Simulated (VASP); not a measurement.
Here is a VASP 6.6.1 calculation.

Contents of INCAR:

```
SYSTEM = SrCrBr2
PREC     = Accurate       ! precision mode
ENCUT    = 520            ! plane-wave cutoff, eV
EDIFF    = 1E-6           ! SCF threshold, eV
ISMEAR   = 0              ! smearing method
SIGMA    = 0.1            ! smearing width, eV
LREAL    = .False.        ! projectors in reciprocal space
LASPH    = .True.         ! aspherical terms in the spheres
NELM     = 150            ! most SCF steps
ALGO     = Normal         ! electronic algorithm
ISIF     = 2              ! what is computed and relaxed
LWAVE    = .False.        ! write WAVECAR
LCHARG   = .False.        ! write CHGCAR
ISPIN    = 2              ! spin polarisation
MAGMOM   = -0.14 4.28 0 0 ! initial moments
LORBIT   = 11             ! projections on sites
LMAXMIX  = 4              ! l up to which the mixer works
GGA      = PE             ! functional
NBANDS   = 30             ! bands
```

File KPOINTS:

```
regular mesh
0
Gamma
  6 6 6
  0 0 0
```

Contents of POSCAR:

```
SrCrBr2
1.0
    2.1022874611      1.2137562316      7.5459602444
   -2.1022874611      1.2137562316      7.5459602444
    0.0000000000     -2.4275124632      7.5459602444
Sr Cr Br
1 1 2
Direct
    0.0000000000      0.0000000000      0.0000000000
    0.5000000000      0.5000000000      0.5000000000
    0.2323359509      0.2323359509      0.2323359509
    0.7676640491      0.7676640491      0.7676640491
```

Potentials or basis: VASP PAW PBE potentials, release 64 (Sr_sv, Cr_pv, Br).

The run is started by

```console
$ cat potpaw_PBE.64/Sr_sv/POTCAR potpaw_PBE.64/Cr_pv/POTCAR potpaw_PBE.64/Br/POTCAR > POTCAR
$ mpirun -np 1 vasp_std > vasp.out
```

What does it give for the largest force?

0.012 eV/Å.

Predict the pressure.

0.1 GPa.

What does it give for the net moment?

4.28 μB per cell.

What does it give for the site moments?

Sr -0.12; Cr +4.20; Br -0.00 μB.

Forces on the atoms (eV/Å):
```
Sr   0.000  0.000  0.000
Cr   0.000  0.000  0.000
Br   0.000  0.000 -0.012
Br   0.000  0.000  0.012
```
